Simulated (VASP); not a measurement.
The system is Te2Mo.

```
CELL_PARAMETERS angstrom
6.37192 0.00000 0.00000
0.00000 3.49197 0.00000
-0.95307 0.00000 13.91920
ATOMIC_POSITIONS crystal
Te 0.94370 0.75000 0.60450
Te 0.05630 0.25000 0.39550
Te 0.90300 0.25000 0.85140
Te 0.09700 0.75000 0.14860
Te 0.41120 0.75000 0.89550
Te 0.58880 0.25000 0.10450
Te 0.44320 0.25000 0.64840
Te 0.55680 0.75000 0.35160
Mo 0.81670 0.75000 0.99260
Mo 0.18330 0.25000 0.00740
Mo 0.68190 0.25000 0.49340
Mo 0.31810 0.75000 0.50660
```

Base run:

| Quantity | Value |
| --- | --- |
| Program | VASP 6.6.1 |
| Functional | PBE |
| Potentials or basis | VASP PAW PBE potentials, release 64 (Te, Mo_sv) |
| Cutoff | 520 eV |
| k mesh | 4 × 8 × 2 |
| Occupations | fermi-dirac, width 0.05 eV |
| Spin | no spin polarisation |

Its results: band gap on the k mesh zero (bands 52 and 53 overlap by 0.16 eV); pressure 0.5 GPa; largest force 0.226 eV/Å.

Question: The run is repeated on the same cell with these changes: dispersion from none to D3(BJ). What comes out?

Answer: Band gap on the k mesh zero (bands 52 and 53 overlap by 0.16 eV); pressure -2.7 GPa; largest force 0.221 eV/Å.

Dispersion adds attraction, which lowers the pressure at fixed volume and, as a term added to the energy, leaves the levels alone.

Caveats: spin-orbit coupling is left out, which moves the levels of the heavy elements.
